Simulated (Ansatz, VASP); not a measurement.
Two plane-wave programs on Ge

File INCAR:

```
  ALGO = Normal
  EDIFF = 1E-6
  EDIFFG = -0.01
  ENCUT = 600
  GGA = PS
  IBRION = 2
  ISIF = 3
  ISMEAR = -1
  LASPH = True
  LCHARG = False
  LREAL = False
  LWAVE = False
  NELM = 60
  NSW = 80
  PREC = Accurate
  SIGMA = 0.1
```

KPOINTS

```
k-points
0
Gamma
  8 8 11
```

POSCAR

```
Ge
1.0
    4.7727297598      0.0000000000      0.0000000000
   -2.3863648799      4.1333052174      0.0000000000
    0.0000000000      0.0000000000      2.9256833427
Ge
3
Direct
    0.0000000000      0.0000000000      0.0000000000
    0.3333333333      0.6666666667      0.5000000000
    0.6666666667      0.3333333333      0.5000000000
```

Input for Ansatz:

```yaml
crystal:
  lattice:
    - [4.7727297598, 0.0, 0.0]
    - [-2.3863648799, 4.1333052174, 0.0]
    - [0.0, 0.0, 2.9256833427]
  atoms:
    - { symbol: Ge, position: [0.0, 0.0, 0.0] }
    - { symbol: Ge, position: [0.3333333333, 0.6666666667, 0.5] }
    - { symbol: Ge, position: [0.6666666667, 0.3333333333, 0.5] }
hamiltonian:
  xc: pbesol
  pseudopotentials:
    kind: paw
    azcp:
      Ge: "pseudopotentials/Ge.paw.azcp"
basis:
  ecutwfc: 420
  fft_grid_basis: typed
kpoints:
  mp_grid: { grid: [8, 8, 11], shift: [0, 0, 0] }
magnetization:
  spin_polarized: false
scf:
  occupations: { method: fermi_dirac, width: 0.1 }
relax:
  max_steps: 60
  f_tol: 0.01
  cell: {}
```

Alike in both runs: task relaxation of cell and atoms; functional PBEsol; k mesh 8 × 8 × 11; occupations fermi-dirac, width 0.1 eV; no spin polarisation.

|  | VASP | Ansatz |
| --- | --- | --- |
| version | VASP 6.6.1 | Ansatz 0.2.0 |
| potentials or method | VASP PAW PBE potentials, release 64 (Ge_d), cutoff 600 eV | plane waves (420 eV) with PAW, scalar-relativistic |
| valence electrons in the cell | 42 | 42 |

|  | VASP | Ansatz | Ansatz less VASP |
| --- | --- | --- | --- |
| relaxed volume (Å³/atom) | 18.43 | 18.39 | -0.037 |
| relaxed length of the cell vector where the two differ most in proportion (Å) | 2.735 | 2.733 | -0.0024 |

VASP's potentials were made for PBE, not for PBEsol, and Ansatz warns of the same on its side.
